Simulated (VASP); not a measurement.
A run of VASP 6.6.1 is set up as follows.

The input INCAR:

```
ALGO = Normal ; EDIFF = 1E-7
ENCUT = 520 ; GGA = PE
ISIF = 2 ; ISMEAR = 0
LASPH = True ; LCHARG = True
LELF = True ; LREAL = Auto
LVHAR = True ; LWAVE = False
NBANDS = 56 ; NELM = 100
PREC = Accurate ; SIGMA = 0.02
```

KPOINTS

```
k-points
0
Gamma
  2 2 1
```

The input POSCAR:

```
PtC18
1.0
    7.3980000000      0.0000000000      0.0000000000
   -3.6990000000      6.4068560000      0.0000000000
    0.0000000000      0.0000000000     12.0000000000
C Pt
18 1
Direct
   -0.0043886314     -0.0092955109      0.0826208333
    0.2158958201      0.0974031569      0.0792305000
   -0.0065335213      0.3199161960      0.0802450000
    0.2152392352      0.4299523823      0.0827300833
   -0.0053988258      0.6513442787      0.0931503333
    0.2165818824      0.7636019914      0.0858576667
    0.3265446007     -0.0141251809      0.0807334167
    0.5483159077      0.0961103231      0.0780629167
    0.3269736790      0.3199157278      0.0802567500
    0.5476516881      0.4284134059      0.0825522500
    0.3267582248      0.6529936056      0.0845331667
    0.5475481481      0.7636058934      0.0858783333
    0.6598557965     -0.0141267417      0.0807392500
    0.8820349995      0.0974014400      0.0792314167
    0.6597831543      0.3190440054      0.0784281667
    0.8812932714      0.4284173080      0.0825273333
    0.6572721010      0.6513503659      0.0931984167
    0.8833445930      0.7661576911      0.0944970833
    0.8550049206      0.7095061915      0.2605264167
```

Potentials or basis: VASP PAW PBE potentials, release 64 (C, Pt).

The run is started by

```sh
$ cat potpaw_PBE.64/C/POTCAR potpaw_PBE.64/Pt/POTCAR > POTCAR
$ mpirun -np 1 vasp_std > vasp.out
```

Question: Predict the largest force.

Answer: 0.125 eV/Å.

Question: What does it give for the band gap on the k mesh?

Answer: 0.18 eV, direct.

Forces in eV/Å, atoms in the order of the input:
```
C    0.003 -0.004 -0.015
C   -0.019 -0.013  0.006
C   -0.018  0.006  0.002
C   -0.001 -0.009 -0.003
C    0.020  0.002 -0.005
C   -0.016 -0.002 -0.010
C   -0.004  0.012 -0.004
C    0.000 -0.012  0.000
C    0.020  0.006  0.003
C   -0.002 -0.012 -0.008
C    0.002  0.003 -0.004
C    0.017 -0.003 -0.008
C    0.004  0.011 -0.004
C    0.013 -0.011  0.008
C   -0.003  0.014  0.006
C    0.005 -0.013 -0.008
C   -0.018 -0.002 -0.008
C   -0.001  0.043 -0.073
Pt  -0.001 -0.014  0.124
```

Caveat: the k points lie up to 0.49 Å⁻¹ apart; spin-orbit coupling is left out, which moves the levels of the heavy elements.
